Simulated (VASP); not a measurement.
A run of VASP 6.6.1 is set up as follows.

INCAR

```
PREC = Accurate
ENCUT = 520
EDIFF = 1E-6
ISMEAR = 0
SIGMA = 0.05
LREAL = F
LASPH = T
NELM = 100
ALGO = Normal
ISIF = 2
LWAVE = F
LCHARG = T
GGA = PE
LELF = T
LVHAR = T
NBANDS = 16
```

The input KPOINTS:

```
regular mesh
0
Gamma
  12 12 6
```

The input POSCAR:

```
Si
1.0
    3.7261315656      0.0000000000      0.0000000000
   -1.8630657828      3.2269245936      0.0000000000
    0.0000000000      0.0000000000      6.7986996546
Si
4
Direct
    0.3333333333      0.6666666667      0.0723590967
    0.6666666667      0.3333333333      0.5723590967
    0.3333333333      0.6666666667      0.4276409033
    0.6666666667      0.3333333333      0.9276409033
```

Potentials or basis: VASP PAW PBE potentials, release 64 (Si).

The run is started by

```console
$ cat potpaw_PBE.64/Si/POTCAR > POTCAR
$ mpirun -np 1 vasp_std > vasp.out
```

Question: What does it give for the pressure?

Answer: -0.7 GPa.

Question: Estimate the largest force.

Answer: 0.722 eV/Å.

Stress tensor (GPa, compression positive):
```
  3.97   0.00   0.00
  0.00   3.97   0.00
  0.00   0.00 -10.09
```
